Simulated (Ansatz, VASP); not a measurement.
Given: the input of a run of Ansatz 0.2.0 on NiO.

File input.yaml:

```yaml
crystal:
  lattice:
    - [0.0, 2.0859016414, 2.0859016414]
    - [2.0859016414, 0.0, 2.0859016414]
    - [2.0859016414, 2.0859016414, 0.0]
  atoms:
    - { symbol: Ni, position: [-0.00037, -0.016736, 0.01952], spin: 1.0 }
    - { symbol: O, position: [0.503052, 0.493153, 0.496046] }
kpoints:
  mp_grid: { grid: [11, 11, 11] }
scf:
  occupations: { method: fermi_dirac, width: 0.05 }
hamiltonian:
  xc: pbesol
  pseudopotentials: { kind: all_electron, lapw: { basis_error: 0.001 } }
magnetization:
  spin_polarized: true
output:
  forces: true
  stress: true
  eigenvalues: true
  populations: true
```

Potentials or basis: all-electron LAPW, scalar-relativistic.

Command:

```bash
$ ansatz run input.yaml --threads 2 --pin off --max-ram 6144MiB --backend cpu --events-out ev --progress --plain --runs-dir out
```

Q: Translate it to VASP 6.6.1. Potentials there: VASP PAW PBE potentials, release 64 (Ni, O).

A: As run (the cutoff follows the program's own potentials):

The input INCAR:

```
PREC = Accurate
ENCUT = 520
EDIFF = 1E-6
ISMEAR = -1
SIGMA = 0.05
LREAL = F
LASPH = T
NELM = 150
ALGO = Normal
ISIF = 2
LWAVE = F
LCHARG = F
ISPIN = 2
MAGMOM = 1 0
LORBIT = 11
LMAXMIX = 4
GGA = PS
NBANDS = 19
```

Contents of KPOINTS:

```
regular mesh
0
Gamma
  11 11 11
```

The input POSCAR:

```
NiO
1.0
    0.0000000000      2.0859016414      2.0859016414
    2.0859016414      0.0000000000      2.0859016414
    2.0859016414      2.0859016414      0.0000000000
Ni O
1 1
Direct
   -0.0003700000     -0.0167360000      0.0195200000
    0.5030520000      0.4931530000      0.4960460000
```

Potentials or basis: VASP PAW PBE potentials, release 64 (Ni, O).

Run with:

```bash
$ cat potpaw_PBE.64/Ni/POTCAR potpaw_PBE.64/O/POTCAR > POTCAR
$ mpirun -np 1 vasp_std > vasp.out
```

Both were run:

|  | VASP | Ansatz | Ansatz less VASP |
| --- | --- | --- | --- |
| gap on the k mesh at the Fermi level (eV) | none | none | - |
| pressure (GPa) | -7.1 | -6.2 | +0.90 |
| traceless stress, the component that is largest in VASP (GPa) | 0.20 | 0.22 | +0.022 |
| rms of the force components (eV/Å) | 0.109 | 0.093 | -0.0159 |
| net moment per atom (μB) | 0.68 | 0.76 | +0.075 |
| size of the moment on the site where the two differ most (μB) | 1.13 | 1.26 | +0.129 |

VASP's potentials were made for PBE, not for PBEsol. Site moments also hang on the region over which each program counts them. Atom by atom the forces differ by 0.016 eV/Å (rms over components). A gap of «none» marks a metal or a gap that the smearing closes. Ansatz ran all-electron here, and VASP with PAW potentials.
